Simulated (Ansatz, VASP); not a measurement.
**Two plane-wave programs on Ti**

Contents of POSCAR:

```
Ti
1.0
    0.0000000000      1.8600084640      2.4180110031
    1.8600084640      0.0000000000      2.4180110031
    1.8600084640      1.8600084640      0.0000000000
Ti
1
Direct
    0.0000000000      0.0000000000      0.0000000000
```

Contents of INCAR.step1:

```
SYSTEM = Ti
PREC     = Accurate       ! precision mode
ENCUT    = 520            ! plane-wave cutoff, eV
ISMEAR   = 0              ! smearing method
SIGMA    = 0.15           ! smearing width, eV
LREAL    = .FALSE.        ! projectors in reciprocal space
LASPH    = .TRUE.         ! aspherical terms in the spheres
NELM     = 100            ! most SCF steps
NBANDS   = 12             ! bands
GGA      = PE             ! functional
ALGO     = Normal         ! electronic algorithm
EDIFF    = 1E-4           ! SCF threshold, eV
LWAVE    = .TRUE.         ! write WAVECAR
LCHARG   = .FALSE.        ! write CHGCAR
```

INCAR.step2

```
SYSTEM = Ti
PREC     = Accurate       ! precision mode
ENCUT    = 520            ! plane-wave cutoff, eV
EDIFF    = 1E-6           ! SCF threshold, eV
ISMEAR   = 0              ! smearing method
SIGMA    = 0.15           ! smearing width, eV
LREAL    = .FALSE.        ! projectors in reciprocal space
LASPH    = .TRUE.         ! aspherical terms in the spheres
NELM     = 100            ! most SCF steps
ALGO     = Normal         ! electronic algorithm
ISIF     = 2              ! what is computed and relaxed
LWAVE    = .FALSE.        ! write WAVECAR
LCHARG   = .FALSE.        ! write CHGCAR
METAGGA  = R2SCAN         ! meta-GGA
LMIXTAU  = .TRUE.       
NBANDS   = 12             ! bands
ISTART   = 1
```

File KPOINTS:

```
Automatic mesh
0
G
  22 22 22
  0 0 0
```

Input for Ansatz:

```yaml
crystal:
  lattice:
    - [0.0, 1.860008464, 2.4180110031]
    - [1.860008464, 0.0, 2.4180110031]
    - [1.860008464, 1.860008464, 0.0]
  atoms:
    - { symbol: Ti, position: [0.0, 0.0, 0.0] }
basis:
  ecutwfc: 500
kpoints:
  mp_grid: { grid: [22, 22, 22] }
hamiltonian:
  xc: r2scan
scf:
  occupations: { method: gaussian, width: 0.15 }
output:
  forces: true
  stress: true
  eigenvalues: true
```

Alike in both runs: task single point; functional r2SCAN; k mesh 22 × 22 × 22; occupations gaussian, width 0.15 eV; no spin polarisation.

```csv
,VASP,Ansatz
version,VASP 6.6.1,Ansatz 0.2.0
potentials or method,"VASP PAW PBE potentials, release 64 (Ti_sv), cutoff 520 eV","scalar-relativistic, plane waves, PAW"
valence electrons in the cell,12,12
```

Ansatz gave:

| Property | Result |
| --- | --- |
| gap on the k mesh at the Fermi level (eV) | none |
| pressure (GPa) | 2.3 |
| traceless stress, the component that is largest in VASP (GPa) | -7.33 |

Estimate VASP's values.

gap on the k mesh at the Fermi level (eV): none; pressure (GPa): 2.8; traceless stress, the component that is largest in VASP (GPa): -7.45.

VASP's potentials were made for PBE, not for r2SCAN. A gap of «none» marks a metal or a gap that the smearing closes. With one functional, cell and mesh, what is left measures potentials, basis and numerics.
